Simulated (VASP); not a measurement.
Here is a VASP 6.6.1 calculation.

The input POSCAR:

```
C
1.0
    0.0000000000      1.7801241411      1.7801241411
    1.7801241411      0.0000000000      1.7801241411
    1.7801241411      1.7801241411      0.0000000000
C
2
Direct
    0.0000000000      0.0000000000      0.0000000000
    0.2500000000      0.2500000000      0.2500000000
```

File INCAR.step1:

```
PREC = Accurate ; ENCUT = 500
EDIFF = 1E-8 ; ISMEAR = 0
SIGMA = 0.01 ; LREAL = False
LASPH = True ; NELM = 100
ALGO = Normal ; LWAVE = True
LCHARG = False
```

Contents of INCAR.step2:

```
PREC = Accurate ; ENCUT = 500
EDIFF = 1E-8 ; ISMEAR = 0
SIGMA = 0.01 ; LREAL = False
LASPH = True ; NELM = 1
ALGO = Exact ; LWAVE = True
LCHARG = False ; NBANDS = 64
LOPTICS = True ; ISTART = 1
```

The input INCAR.step3:

```
PREC = Accurate ; ENCUT = 500
EDIFF = 1E-8 ; ISMEAR = 0
SIGMA = 0.01 ; LREAL = False
LASPH = True ; ALGO = EVGW0
LWAVE = False ; LCHARG = False
NELMGW = 1 ; NBANDS = 64
ENCUTGW = 80.0 ; NOMEGA = 48
PRECFOCK = Fast ; ISTART = 1
NBANDSGW = 12
```

The input KPOINTS:

```
Automatic mesh
0
Gamma
  4 4 4
```

Potentials or basis: VASP PAW LDA potentials, release 64 (C_GW).

Command:

```bash
$ cat potpaw_LDA.64/C_GW/POTCAR > POTCAR
$ cp INCAR.step1 INCAR
$ mpirun -np 1 vasp_std > vasp.out
$ cp INCAR.step2 INCAR
$ mpirun -np 1 vasp_std > vasp.out
$ cp INCAR.step3 INCAR
$ mpirun -np 1 vasp_std > vasp.out
```

(1) Predict the quasiparticle gap.

(2) Predict the least direct quasiparticle gap.

(3) Predict the band gap on the k mesh, mean-field level.

## Answers

(1) 5.49 eV.

(2) 7.01 eV.

(3) 4.42 eV, indirect (least direct gap 5.55 eV).

Caveat: the k points lie up to 0.76 Å⁻¹ apart; bands, screening cutoff and mesh are small and nothing is extrapolated, so the quasiparticle values aren't converged.
